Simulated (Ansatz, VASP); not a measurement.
## OsBr3: VASP beside Ansatz

File INCAR:

```
ALGO     = Normal         # electronic algorithm
EDIFF    = 1E-7           # SCF threshold, eV
ENCUT    = 520            # plane-wave cutoff, eV
GGA      = PE             # functional
ISIF     = 2              # what is computed and relaxed
ISMEAR   = 0              # smearing method
ISPIN    = 2              # spin polarisation
LASPH    = True           # aspherical terms in the spheres
LCHARG   = False          # write CHGCAR
LDAU     = True           # DFT+U
LDAUJ    = 0 0          
LDAUL    = 2 -1           # shell
LDAUPRINT= 1            
LDAUTYPE = 2            
LDAUU    = 2 0            # U, eV
LMAXMIX  = 4              # l up to which the mixer works
LORBIT   = 11             # projections on sites
LREAL    = False          # projectors in reciprocal space
LWAVE    = False          # write WAVECAR
MAGMOM   = 1.79 0 0 0     # initial moments
NBANDS   = 26             # bands
NELM     = 150            # most SCF steps
PREC     = Accurate       # precision mode
SIGMA    = 0.05           # smearing width, eV
```

Contents of KPOINTS:

```
k-points
0
Gamma
  6 6 6
```

POSCAR

```
OsBr3
1.0
    5.1387262417      0.0000000000      0.0000000000
    0.0000000000      5.1387262417      0.0000000000
    0.0000000000      0.0000000000      5.1387262417
Os Br
1 3
Direct
    0.0000000000      0.0000000000      0.0000000000
    0.5000000000      0.0000000000      0.0000000000
    0.0000000000      0.0000000000      0.5000000000
    0.0000000000      0.5000000000      0.0000000000
```

Input for Ansatz:

```yaml
crystal:
  lattice:
    - [5.1387262417, 0.0, 0.0]
    - [0.0, 5.1387262417, 0.0]
    - [0.0, 0.0, 5.1387262417]
  atoms:
    - { symbol: Os, position: [0.0, 0.0, 0.0], spin: 1.79 }
    - { symbol: Br, position: [0.5, 0.0, 0.0] }
    - { symbol: Br, position: [0.0, 0.0, 0.5] }
    - { symbol: Br, position: [0.0, 0.5, 0.0] }
basis:
  ecutwfc: 420
  ecutrho_ratio: 4
kpoints:
  mp_grid: { grid: [6, 6, 6] }
hamiltonian:
  xc: pbe
  hubbard: { sites: [{ species: Os, l: d, u_eff: 2.0 }] }
scf:
  occupations: { method: gaussian, width: 0.05 }
  lower_state_search: "off"
output:
  forces: true
  stress: true
  eigenvalues: true
  populations: true
  hubbard: { sites: [{ species: Os, l: d }] }
magnetization:
  spin_polarized: true
checkpoint:
  read: start.run
  write: ck
  compress: false
  write_wavefunctions: false
  write_every: 100000
```

Alike in both runs: task single point; functional PBE; k mesh 6 × 6 × 6; occupations gaussian, width 0.05 eV; collinear spin; Hubbard terms Os d U = 2.0 eV.

```csv
,VASP,Ansatz
version,VASP 6.6.1,Ansatz 0.2.0
potentials or method,"VASP PAW PBE potentials, release 64 (Os, Br), cutoff 520 eV","scalar-relativistic, plane waves, PAW"
valence electrons in the cell,29,37
```

VASP gave:

```
gap on the k mesh at the Fermi level (eV)                     : none
pressure (GPa)                                                : 1.1
net moment per atom (μB)                                      : 0.85
size of the moment on the site where the two differ most (μB) : 2.96
```

Q: Which values does Ansatz return?

A: gap on the k mesh at the Fermi level (eV): none; pressure (GPa): -0.1; net moment per atom (μB): 0.66; size of the moment on the site where the two differ most (μB): 1.74.

The net moments are unlike, so the other rows may belong to different states. Site moments also hang on the region over which each program counts them. The programs project onto different local orbitals, so the same U acts differently, and such runs can settle in different states. A gap of «none» marks a metal or a gap that the smearing closes. VASP's potentials hold 29 valence electrons a cell and Ansatz's 37, so a difference there can come from the potentials and not from the codes. Ansatz's warnings: filled band counts differ across k points.

Neither program's run includes spin-orbit coupling.
